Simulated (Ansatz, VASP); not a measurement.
Two plane-wave programs on TiCo

File INCAR:

```
SYSTEM = TiCo
PREC     = Accurate       ! precision mode
ENCUT    = 520            ! plane-wave cutoff, eV
EDIFF    = 1E-6           ! SCF threshold, eV
ISMEAR   = 0              ! smearing method
SIGMA    = 0.1            ! smearing width, eV
LREAL    = .False.        ! projectors in reciprocal space
LASPH    = .True.         ! aspherical terms in the spheres
NELM     = 150            ! most SCF steps
ALGO     = Normal         ! electronic algorithm
ISIF     = 2              ! what is computed and relaxed
LWAVE    = .False.        ! write WAVECAR
LCHARG   = .True.         ! write CHGCAR
ISPIN    = 2              ! spin polarisation
MAGMOM   = 0 1.07         ! initial moments
LORBIT   = 11             ! projections on sites
LMAXMIX  = 4              ! l up to which the mixer works
GGA      = PE             ! functional
LELF     = .True.         ! ELF
LVHAR    = .True.       
NBANDS   = 22             ! bands
```

Contents of KPOINTS:

```
Automatic mesh
0
Gamma
  18 18 18
  0 0 0
```

Contents of POSCAR:

```
TiCo
1.0
    2.9850974201      0.0000000000      0.0000000000
    0.0000000000      2.9850974201      0.0000000000
    0.0000000000      0.0000000000      2.9850974201
Ti Co
1 1
Direct
    0.0000000000      0.0000000000      0.0000000000
    0.5000000000      0.5000000000      0.5000000000
```

Input for Ansatz:

```yaml
crystal:
  lattice:
    - [2.9850974201, 0.0, 0.0]
    - [0.0, 2.9850974201, 0.0]
    - [0.0, 0.0, 2.9850974201]
  atoms:
    - { symbol: Ti, position: [0.0, 0.0, 0.0] }
    - { symbol: Co, position: [0.5, 0.5, 0.5], spin: 1.07 }
basis:
  ecutwfc: 420
kpoints:
  mp_grid: { grid: [18, 18, 18] }
  band_path:
    path:
      - [[0.0, 0.0, 0.0], [0.0, 0.5, 0.0], [0.5, 0.5, 0.0], [0.0, 0.0, 0.0], [0.5, 0.5, 0.5], [0.0, 0.5, 0.0]]
      - [[0.5, 0.5, 0.5], [0.5, 0.5, 0.0]]
    npoints: 14
hamiltonian:
  xc: pbe
scf:
  occupations: { method: gaussian, width: 0.1 }
  n_extra_bands: 6
output:
  forces: true
  stress: true
  eigenvalues: true
  populations: true
  dos: { projected: true, de: 0.02, nscf_kmesh: { grid: [22, 22, 22] } }
  bader: true
  write_density: true
  write_potential: true
  elf: true
  volumetric_format: npy
magnetization:
  spin_polarized: true
checkpoint:
  read: start.run
  write: ck
  compress: false
  write_wavefunctions: false
  write_every: 100000
```

Alike in both runs: task single point; functional PBE; k mesh 18 × 18 × 18; occupations gaussian, width 0.1 eV; collinear spin.

|  | VASP | Ansatz |
| --- | --- | --- |
| version | VASP 6.6.1 | Ansatz 0.2.0 |
| potentials or method | VASP PAW PBE potentials, release 64 (Ti_sv, Co), cutoff 520 eV | scalar-relativistic, plane waves, PAW |
| valence electrons in the cell | 21 | 29 |

|  | VASP | Ansatz | Ansatz less VASP |
| --- | --- | --- | --- |
| gap on the k mesh at the Fermi level (eV) | none | none | - |
| pressure (GPa) | -0.5 | 0.0 | +0.53 |
| net moment per atom (μB) | 0.43 | 0.43 | +0.007 |
| size of the moment on the site where the two differ most (μB) | 0.94 | 0.98 | +0.036 |

Site moments also hang on the region over which each program counts them. A gap of «none» marks a metal or a gap that the smearing closes. The functional is the same, so the differences come from potentials, cutoffs and numerics. VASP's potentials hold 21 valence electrons a cell and Ansatz's 29, so a difference there can come from the potentials and not from the codes. Ansatz's warnings: stability check not made.
